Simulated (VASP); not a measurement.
**In: single point with revPBE**

Crystal: In.

```
In
1.0
     0.00000    2.42152    2.42152
     2.42152    0.00000    2.42152
     2.42152    2.42152    0.00000
In
1
Direct
  0.00000 0.00000 0.00000
```

This isn't the form of In at room conditions, which is tetragonal.

```
Program             : VASP 6.6.1
Task                : single point
Functional          : revPBE
Potentials or basis : VASP PAW PBE potentials, release 64 (In_d)
Cutoff              : 520 eV
k mesh              : 18 × 18 × 18
Occupations         : fermi-dirac, width 0.1 eV
Spin                : no spin polarisation
```

```json
{
  "Pressure": "0.0 GPa",
  "Band gap on the k mesh": "zero (an odd number of electrons rules out a gap without spin polarisation)"
}
```

Levels at points of the mesh, in eV from the Fermi level:
| k point | band 4 | band 5 | band 6 | band 7 | band 8 | band 9 |
| --- | --- | --- | --- | --- | --- | --- |
| (0.00, 0.00, 0.00) | -14.47 | -14.47 | -9.00 | 9.88 | 9.88 | 9.88 |
| (0.50, 0.00, 0.00) | -14.35 | -14.35 | -4.26 | -3.05 | 7.88 | 7.88 |
| (0.50, 0.50, 0.00) | -14.32 | -14.32 | -2.23 | -1.97 | 3.87 | 3.87 |

Run time: 53 s on 1 thread of Intel(R) Xeon(R) Platinum 8259CL CPU @ 2.50GHz (Skylake/Cascade Lake) (shared host), peak memory 0.2 GiB.

Caveat: the PAW data sets were made with another functional, which shifts forces and pressure a little; spin-orbit coupling is left out, which moves the levels of the heavy elements.
